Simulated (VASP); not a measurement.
**HoO3: single point with PBE**

HoO3:

```xyz
4
Lattice="2.7235 0.0000 0.0000 -1.3618 2.3586 0.0000 0.0000 0.0000 8.2061" Properties=species:S:1:pos:R:3 pbc="T T T"
Ho    0.0000    0.0000    4.1030
O     0.0000    0.0000    0.0000
O     1.3618    0.7862    6.0143
O     1.3618    0.7862    2.1918
```

The cell was built from a structure type or drawn by symmetry, and may not be a known phase.

```json
{
  "Program": "VASP 6.6.1",
  "Task": "single point",
  "Functional": "PBE",
  "Potentials or basis": "VASP PAW PBE potentials, release 64 (Ho_3, O), 4f in core",
  "Cutoff": "600 eV",
  "k mesh": "6 × 6 × 2",
  "Occupations": "gaussian, width 0.1 eV",
  "Spin": "no spin polarisation",
  "Dipole correction": "no",
  "Mended": "yes",
  "Further INCAR settings": "ALGO = Normal; EDIFF = 1e-06; NBANDS = 22"
}
```

| Quantity | Value |
| --- | --- |
| Pressure | 1.9 GPa |
| Largest force | 3.513 eV/Å |
| Band gap on the k mesh | zero (an odd number of electrons rules out a gap without spin polarisation) |

Forces in eV/Å, atoms in the order of the input:
```
Ho   0.000  0.000  0.000
O    0.000  0.000  0.000
O    0.000  0.000 -3.513
O    0.000  0.000  3.513
```

Stress tensor (GPa, compression positive):
```
 26.23   0.00   0.00
  0.00  26.23   0.00
  0.00   0.00 -46.69
```

Levels at points of the mesh, in eV from the Fermi level:
```tsv
k point	band 11	band 12	band 13	band 14	band 15	band 16	band 17	band 18
(0.00, 0.00, 0.00)	0.16	0.19	0.39	0.39	0.72	0.72	3.51	3.51
(0.50, 0.00, 0.00)	-1.96	-0.55	-0.28	-0.21	0.14	0.32	4.20	8.08
(0.00, 0.00, 0.50)	0.18	0.35	0.35	0.40	0.74	0.74	3.51	3.51
(0.50, 0.00, 0.50)	-1.22	-0.62	-0.33	-0.12	0.12	0.24	4.14	8.08
```

Wall time 33 s on 1 thread of Intel(R) Xeon(R) 6975P-C (Granite Rapids) (shared host), peak memory 0.2 GiB.

Caveat: the k points lie up to 0.44 Å⁻¹ apart, too coarse for converged energies and pressures of a metal; spin-orbit coupling is left out, which moves the levels of the heavy elements; the 4f electrons are frozen in the core, so they carry no moment and show no levels; an odd number of electrons without spin polarisation forces a metal; a magnetic or distorted state may lie lower; the run has no spin polarisation, though such a crystal can be magnetic. Spin polarisation is off, so any magnetic state and its effect on volume and gap are missing.
